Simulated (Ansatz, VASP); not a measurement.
## Ge: VASP beside Ansatz

```xyz
10
Lattice="4.0582 0.0000 0.0000 -2.0291 3.5145 0.0000 0.0000 0.0000 29.2255" Properties=species:S:1:pos:R:3 pbc="T T T"
Ge    2.0291    1.1715    7.4603
Ge    0.0000    2.3430    8.2858
Ge    0.0000    2.3430   10.8242
Ge    2.0291    1.1715   11.6776
Ge    2.0291    1.1715   14.1805
Ge    0.0000    2.3430   15.0450
Ge    0.0000    2.3430   17.5479
Ge    2.0291    1.1715   18.4014
Ge    2.0291    1.1715   20.9398
Ge    0.0000    2.3430   21.7652
```

Alike in both runs: functional PBE; k mesh 9 × 9 × 1; occupations gaussian, width 0.1 eV; no spin polarisation.

Ansatz relaxed the structure, and its values are those at the end. VASP's run is a single point on that final structure, the one shown.

|  | VASP | Ansatz |
| --- | --- | --- |
| version | VASP 6.6.1 | Ansatz 0.2.0 |
| potentials or method | VASP PAW PBE potentials, release 64 (Ge_d), cutoff 520 eV | scalar-relativistic, plane waves, PAW |
| valence electrons in the cell | 140 | 140 |

Ansatz gave:

```
gap on the k mesh at the Fermi level (eV) : none
rms of the force components (eV/Å)        : 0.007
```

Question: Which values does VASP return?

Answer: gap on the k mesh at the Fermi level (eV): none; rms of the force components (eV/Å): 0.008.

A gap of «none» marks a metal or a gap that the smearing closes. Ansatz's warnings: xc potential rough in thin density.
